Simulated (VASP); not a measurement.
# Fe (Fm-3m) in VASP: a series of runs

The runs below take Fe through single point, with LDA.

Program: VASP 6.6.1. These are calculated values, not measurements. Logs are shortened: lines on timing, memory, paths and dates and some standing lists are left out, and cuts for length are marked.

### Step 1. The cell of the first run

Symmetry: Fm-3m, No. 225, cubic system. The conventional cell has a = 3.418 Å, b = 3.418 Å, c = 3.418 Å, α = 90.00°, β = 90.00°, γ = 90.00°. Fe (site symmetry m-3m) has 12 Fe at 2.42 Å within 3.2 Å.

### Step 2. Single point, LDA, collinear spin, ferromagnetic start (volume scaled by 1.04)

INCAR reads:

```
  PREC = Accurate
  ENCUT = 520
  EDIFF = 1E-6
  ISMEAR = -1
  SIGMA = 0.05
  LREAL = False
  LASPH = True
  NELM = 150
  ALGO = Normal
  ISIF = 2
  LWAVE = False
  LCHARG = False
  ISPIN = 2
  MAGMOM = 2.5
  LORBIT = 11
  LMAXMIX = 4
  NBANDS = 14
```

KPOINTS reads:

```
Automatic mesh
0
Gamma
  18 18 18
```

POSCAR reads:

```
Fe
1.0
    0.0000000000      1.7089360764      1.7089360764
    1.7089360764      0.0000000000      1.7089360764
    1.7089360764      1.7089360764      0.0000000000
Fe
1
Direct
    0.0000000000      0.0000000000      0.0000000000
```

Potentials or basis: VASP PAW LDA potentials, release 64 (Fe).

The run is started by

```bash
$ cat potpaw_LDA.64/Fe/POTCAR > POTCAR
$ mpirun -np 1 vasp_std > vasp.out
```

OUTCAR:

```text
PREC = Accurate
   ENCUT = 520
   EDIFF = 1E-6
   ISMEAR = -1
   LREAL = False
   LASPH = True
   NELM = 150
   ISIF = 2
   ISPIN = 2
   LORBIT = 11

 ion  position               nearest neighbor table
   1  0.000  0.000  0.000-

  LATTYP: Found a face centered cubic cell.
 ALAT       =     3.4178721528

  Lattice vectors:

 A1 = (   0.0000000000,   1.7089360764,   1.7089360764)
 A2 = (   1.7089360764,   0.0000000000,   1.7089360764)
 A3 = (   1.7089360764,   1.7089360764,   0.0000000000)

Analysis of symmetry for initial positions (statically):
=====================================================================
 Subroutine PRICEL returns:
 Original cell was already a primitive cell.

 Routine SETGRP: Setting up the symmetry group for a
 face centered cubic supercell.

 Subroutine GETGRP returns: Found 48 space group operations
 (whereof 48 operations were pure point group operations)
 out of a pool of 48 trial point group operations.

The static configuration has the point symmetry O_h .

Analysis of symmetry for dynamics (positions and initial velocities):
=====================================================================
 Subroutine PRICEL returns:
 Original cell was already a primitive cell.

 Routine SETGRP: Setting up the symmetry group for a
 face centered cubic supercell.

 Subroutine GETGRP returns: Found 48 space group operations
 (whereof 48 operations were pure point group operations)
 out of a pool of 48 trial point group operations.

The dynamic configuration has the point symmetry O_h .

Analysis of structural, dynamic, and magnetic symmetry:
=====================================================================
 Subroutine PRICEL returns:
 Original cell was already a primitive cell.

 Routine SETGRP: Setting up the symmetry group for a
 face centered cubic supercell.

 Subroutine GETGRP returns: Found 48 space group operations
 (whereof 48 operations were pure point group operations)
 out of a pool of 48 trial point group operations.

The overall configuration has the point symmetry O_h .

 Subroutine INISYM returns: Found 48 space group operations
 (whereof 48 operations are pure point group operations),
 and found     1 'primitive' translations

----------------------------------------------------------------------------------------

                                     Primitive cell

  volume of cell :       9.9818

  direct lattice vectors                    reciprocal lattice vectors
     0.000000000  1.708936076  1.708936076    -0.292579697  0.292579697  0.292579697
     1.708936076  0.000000000  1.708936076     0.292579697 -0.292579697  0.292579697
     1.708936076  1.708936076  0.000000000     0.292579697  0.292579697 -0.292579697

  length of vectors
     2.416800576  2.416800576  2.416800576     0.506762901  0.506762901  0.506762901

  position of ions in fractional coordinates (direct lattice)
     0.000000000  0.000000000  0.000000000

  ion indices of the primitive-cell ions
   primitive index   ion index
                 1           1

----------------------------------------------------------------------------------------

 KPOINTS: Automatic mesh

Automatic generation of k-mesh.
 Grid dimensions read from file:
 generate k-points for:   18   18   18

 Generating k-lattice:

  Cartesian coordinates                     Fractional coordinates (reciprocal lattice)
    -0.016254428  0.016254428  0.016254428     0.055555556  0.000000000  0.000000000
     0.016254428 -0.016254428  0.016254428     0.000000000  0.055555556  0.000000000
     0.016254428  0.016254428 -0.016254428     0.000000000  0.000000000  0.055555556

  Length of vectors
     0.028153495  0.028153495  0.028153495

  Shift w.r.t. Gamma in fractional coordinates (k-lattice)
     0.000000000  0.000000000  0.000000000

 Subroutine IBZKPT returns following result:
 ===========================================

 Found    195 irreducible k-points:

 Following reciprocal coordinates:
            Coordinates               Weight
  0.000000  0.000000  0.000000      1.000000
  0.055556  0.000000  0.000000      8.000000
  0.111111  0.000000  0.000000      8.000000
  0.166667  0.000000  0.000000      8.000000
  0.222222  0.000000  0.000000      8.000000
  0.277778  0.000000  0.000000      8.000000
[... 16 lines left out ...]
 -0.277778  0.055556  0.000000     24.000000
 -0.222222  0.055556  0.000000     24.000000
 [... further k-points ...]
   k-points           NKPTS =    195   k-points in BZ     NKDIM =    195   number of bands    NBANDS=     14
   number of dos      NEDOS =    301   number of ions     NIONS =      1
   total plane-waves  NPLWV =   5832
   dimension x,y,z NGX =    18 NGY =   18 NGZ =   18
   dimension x,y,z NGXF=    36 NGYF=   36 NGZF=   36
   ions per type =               1
   NGX,Y,Z   is equivalent  to a cutoff of  12.38, 12.38, 12.38 a.u.
   NGXF,Y,Z  is equivalent  to a cutoff of  24.76, 24.76, 24.76 a.u.
 SYSTEM =  unknown system
   PREC   = accura    normal or accurate (medium, high low for compatibility)
   ISTART =      0    job   : 0-new  1-cont  2-samecut
   ICHARG =      2    charge: 1-file 2-atom 10-const
   ISPIN  =      2    spin polarized calculation?
   LNONCOLLINEAR =      F non collinear calculations
   LSORBIT =      F    spin-orbit coupling
   LASPH  =      T    aspherical Exc in radial PAW
   ENCUT  =  520.0 eV  38.22 Ry    6.18 a.u.   4.49  4.49  4.49*2*pi/ulx,y,z
   NELM   =    150;   NELMIN=  2; NELMDL= -5     # of ELM steps
   EDIFF  = 0.1E-05   stopping-criterion for ELM
   LREAL  =      F    real-space projection
   EDIFFG = 0.1E-04   stopping-criterion for IOM
   NSW    =      0    number of steps for IOM
   IBRION =     -1    ionic relax: 0-MD 1-quasi-New 2-CG
   NFREE  =      0    steps in history (QN), initial steepest desc. (CG)
   ISIF   =      2    stress and relaxation
   ISYM   =      2    0-nonsym 1-usesym 2-fastsym
   POTIM  = 0.5000    time-step for ionic-motion
   TEBEG  =    0.0;   TEEND  =   0.0 temperature during run
   PSTRESS=    0.0 pullay stress
   NELECT =       8.0000    total number of electrons
   NUPDOWN=      -1.0000    fix difference up-down
   EMIN   =  10.00;   EMAX   =-10.00  energy-range for DOS
   EFERMI =   0.00;   METHOD = LEGACY
   ISMEAR =    -1;   SIGMA  =   0.05  broadening in eV -4-tet -1-fermi 0-gaus
   EFERMI_NEDOS =   21; number of points for ismear=-14 and -15
   IALGO  =     38    algorithm
   IMIX   =      4    mixing-type and parameters
     AMIX     =   0.40;   BMIX     =  1.00
     AMIX_MAG =   1.60;   BMIX_MAG =  1.00
  volume/ion in A,a.u.               =       9.98        67.36
  Fermi-wavevector in a.u.,A,eV,Ry     =   1.520672  2.873654 31.462720  2.312445
  Thomas-Fermi vector in A             =   2.629491
   LORBIT       =     11    0 simple, 1 ext, 2 COOP (PROOUT), +10 PAW based schemes
   GGA     = CA    functional components
   LHFCALC =     F    Hartree Fock is set to
   AEXX    =    0.0000 exact exchange contribution
   IVDW    =     0    specifies the selected vdW correction
   LEPSILON=     F    determine dielectric tensor
   LRPA    =     F    only Hartree local field effects (RPA)
 spin polarized calculation
  energy-cutoff  :      520.00
  volume of cell :        9.98
 maximum number of plane-waves:       283
 NGX is ok and might be reduce to    18
   NGX =  9   NGY =  9   NGZ =  9

 number of electron       8.0000006 magnetization       0.0027501

 Free energy of the ion-electron system (eV)
  ---------------------------------------------------
  ext. energy  EPLUGINS =         0.00000000
  ---------------------------------------------------
  free energy    TOTEN  =        -9.31552560 eV

  energy without entropy =       -9.30159522  energy(sigma->0) =       -9.30856041

 E-fermi :   6.9205     XC(G=0): -14.1951

 val. band max:        6.9191702372   @ k =   0.3333   0.2778   0.0000
 cond. band min:       6.9235711601   @ k =   0.3333   0.2778   0.0556
 fundamental gap:      0.0044009229
 Fermi energy:         6.9205017526

 spin component 1

 k-point     1 :       0.0000    0.0000    0.0000
  band No.  band energies     occupation
      1      -1.9827      1.00000
      2       5.2297      1.00000
      3       5.2297      1.00000
      4       5.2297      1.00000
      5       6.8606      0.76816
      6       6.8606      0.76816
      7      30.5504      0.00000
      8      36.1314      0.00000
      9      36.1314      0.00000
     10      36.1314      0.00000
     11      39.7886      0.00000
     12      39.7886      0.00000
     13      39.7886      0.00000
     14      41.5426      0.00000
[... 375 lines left out ...]
 k-point    24 :      -0.2222    0.0556    0.0000
  band No.  band energies     occupation
      1       0.3450      1.00000
      2       4.6320      1.00000
      3       5.5116      1.00000
      4       5.5909      1.00000
      5       6.7264      0.97980
      6       7.2188      0.00256
      7      24.1750      0.00000
      8      30.2347      0.00000
      9      34.0190      0.00000
     10      36.7140      0.00000
     11      38.7538      0.00000
     12      39.0195      0.00000
     13      43.3220      0.00000
     14      45.7297      0.00000

 [... further k-points ...]

 spin component 2

 k-point     1 :       0.0000    0.0000    0.0000
  band No.  band energies     occupation
      1      -1.9821      1.00000
      2       5.2317      1.00000
      3       5.2317      1.00000
      4       5.2317      1.00000
      5       6.8637      0.75690
      6       6.8637      0.75690
      7      30.5506      0.00000
      8      36.1321      0.00000
      9      36.1321      0.00000
     10      36.1321      0.00000
     11      39.7896      0.00000
     12      39.7896      0.00000
     13      39.7896      0.00000
     14      41.5427      0.00000
[... 375 lines left out ...]
 k-point    24 :      -0.2222    0.0556    0.0000
  band No.  band energies     occupation
      1       0.3457      1.00000
      2       4.6338      1.00000
      3       5.5139      1.00000
      4       5.5932      1.00000
      5       6.7292      0.97866
      6       7.2217      0.00241
      7      24.1760      0.00000
      8      30.2353      0.00000
      9      34.0197      0.00000
     10      36.7150      0.00000
     11      38.7544      0.00000
     12      39.0205      0.00000
     13      43.3227      0.00000
     14      45.7309      0.00000

 [... further k-points ...]
[... 5 lines left out ...]
  --------------------------------------------------------------------------------------
  -------------------------------------------------------------------------------------
  Total       -0.7788285     -0.7788285     -0.7788285     -0.0000000      0.0000000     -0.0000000
  in kB     -125.0100606   -125.0100606   -125.0100606     -0.0000000      0.0000000     -0.0000000
  external PRESSURE =    -125.0100606 kB  Pullay stress =       0.0000000 kB

 VOLUME and BASIS-vectors are now :
 -----------------------------------------------------------------------------
  energy-cutoff  :      520.00
  volume of cell :        9.98
      direct lattice vectors                 reciprocal lattice vectors
     0.000000000  1.708936076  1.708936076    -0.292579697  0.292579697  0.292579697
     1.708936076  0.000000000  1.708936076     0.292579697 -0.292579697  0.292579697
     1.708936076  1.708936076  0.000000000     0.292579697  0.292579697 -0.292579697

 POSITION                                       TOTAL-FORCE (eV/Angst)
 -----------------------------------------------------------------------------------
      0.00000      0.00000      0.00000        -0.000000      0.000000      0.000000
 -----------------------------------------------------------------------------------
    total drift:                               -0.000000     -0.000000      0.000000

  FREE ENERGIE OF THE ION-ELECTRON SYSTEM (eV)
  ---------------------------------------------------
  free  energy   TOTEN  =        -9.3155255951 eV

  energy  without entropy=       -9.3015952230  energy(sigma->0) =       -9.30856041

 total charge

# of ion       s       p       d       tot
------------------------------------------
    1        0.549   0.651   6.369   7.569

 magnetization (x)

# of ion       s       p       d       tot
------------------------------------------
    1       -0.000  -0.000   0.002   0.002
```

Wall time 39 s (1 thread of Intel Xeon 6975P-C (Granite Rapids), shared host); peak memory 0.15 GiB.

What came out:

| Quantity | Value |
| --- | --- |
| Free energy | -9.3155 eV |
| Pressure | -12.5 GPa |
| Band gap on the k mesh | zero (filled and empty bands overlap) |
| Net moment | 0.00 μB per cell |
| Valence electrons inside the program's atomic spheres | Fe 7.57 |

Levels at points of the mesh, in eV from the Fermi level:
Spin up:
```tsv
k point	band 1	band 2	band 3	band 4	band 5	band 6	band 7	band 8	band 9
(0.00, 0.00, 0.00)	-8.90	-1.69	-1.69	-1.69	-0.06	-0.06	23.63	29.21	29.21
(0.50, 0.00, 0.00)	-4.98	-1.78	-1.78	0.29	1.05	1.05	8.62	22.20	27.40
(0.50, 0.50, 0.00)	-5.10	-4.35	1.03	1.34	1.34	3.39	12.10	16.51	16.51
```
Spin down:
```tsv
k point	band 1	band 2	band 3	band 4	band 5	band 6	band 7	band 8
(0.00, 0.00, 0.00)	-8.90	-1.69	-1.69	-1.69	-0.06	-0.06	23.63	29.21
(0.50, 0.00, 0.00)	-4.98	-1.78	-1.78	0.29	1.06	1.06	8.62	22.20
(0.50, 0.50, 0.00)	-5.09	-4.35	1.03	1.34	1.34	3.39	12.10	16.51
```

Caveat: the starting moments collapsed, and a magnetic state may lie lower.

(Part 1 of 2 ends here.)
